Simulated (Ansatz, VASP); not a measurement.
Two plane-wave programs on Sc5Al

```
Sc Al
1.0
     3.26578    0.00000    0.00000
    -1.63289    2.82825    0.00000
     0.00000    0.00000   15.20957
Sc Al
5 1
Cartesian
  0.0000 1.8855 10.2024
  0.0000 1.8855 5.0072
  1.6329 0.9427 12.8473
  1.6329 0.9427 2.3623
  1.6329 0.9427 7.6048
  0.0000 1.8855 0.0000
```

Alike in both runs: functional PBE; k mesh 6 × 6 × 2; occupations gaussian, width 0.1 eV; no spin polarisation.

Ansatz relaxed the structure, and its values are those at the end. VASP's run is a single point on that final structure, the one shown.

|  | VASP | Ansatz |
| --- | --- | --- |
| version | VASP 6.6.1 | Ansatz 0.2.0 |
| potentials or method | VASP PAW PBE potentials, release 64 (Sc_sv, Al), cutoff 520 eV | scalar-relativistic, plane waves, PAW |
| valence electrons in the cell | 58 | 58 |

|  | VASP | Ansatz | Ansatz less VASP |
| --- | --- | --- | --- |
| gap on the k mesh at the Fermi level (eV) | none | none | - |
| pressure (GPa) | 0.3 | 0.2 | -0.04 |
| rms of the force components (eV/Å) | 0.003 | 0.003 | -0.0002 |

A gap of «none» marks a metal or a gap that the smearing closes.

The k mesh is coarse, so the values compare programs but aren't converged.
